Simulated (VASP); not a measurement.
A run of VASP 6.6.1:

File INCAR:

```
  PREC = Accurate
  ENCUT = 520
  EDIFF = 1E-6
  ISMEAR = 0
  SIGMA = 0.15
  LREAL = F
  LASPH = T
  NELM = 80
  ALGO = Fast
  ISIF = 2
  LWAVE = F
  LCHARG = F
  GGA = PS
  NBANDS = 20
```

KPOINTS

```
Automatic mesh
0
Gamma
  16 16 16
```

POSCAR

```
TaRu
1.0
    3.2348050000      0.0000000000      0.0000000000
    0.0000000000      3.2348050000      0.0000000000
    0.0000000000      0.0000000000      3.1870000000
Ta Ru
1 1
Direct
    0.5000000000      0.5000000000      0.5000000000
    0.0000000000      0.0000000000      0.0000000000
```

Potentials or basis: VASP PAW PBE potentials, release 64 (Ta_pv, Ru_pv).

Launch:

```sh
$ cat potpaw_PBE.64/Ta_pv/POTCAR potpaw_PBE.64/Ru_pv/POTCAR > POTCAR
$ mpirun -np 1 vasp_std > vasp.out
```

Hardware: 1 thread of Intel(R) Xeon(R) Platinum 8488C (Sapphire Rapids) (shared host).

Problem. Estimate the wall time of this run.

Solution. Wall time 82 s on 1 thread of Intel(R) Xeon(R) Platinum 8488C (Sapphire Rapids), on a shared host, peak memory 0.36 GiB. Counts: scf iterations 14, k points 405.
